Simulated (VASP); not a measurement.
W, 3 atoms in the cell. The cell holds a slab with vacuum, 3 atoms: a = 4.502 Å, b = 4.502 Å, c = 17.838 Å, α = 90.00°, β = 90.00°, γ = 120.00°. 

| Quantity | Value |
| --- | --- |
| Program | VASP 6.6.1 |
| Task | single point |
| Functional | PBE |
| Potentials or basis | VASP PAW PBE potentials, release 64 (W_sv) |
| Cutoff | 520 eV |
| k mesh | 9 × 9 × 1 |
| Occupations | fermi-dirac, width 0.08 eV |
| Spin | no spin polarisation |
| Dipole correction | yes |
| Further INCAR settings | ALGO = Normal; EDIFF = 1e-06; NBANDS = 28 |

Potentials or basis: VASP PAW PBE potentials, release 64 (W_sv).

The run is started by

```console
$ cat potpaw_PBE.64/W_sv/POTCAR > POTCAR
$ mpirun -np 1 vasp_std > vasp.out
```

Hardware: 1 thread of AMD EPYC 7R13 (shared host).

Estimate the wall time of this run.

It took 6.7 min on 1 thread of AMD EPYC 7R13, on a shared host, peak memory 0.42 GiB. Counts: scf iterations 23, k points 12.
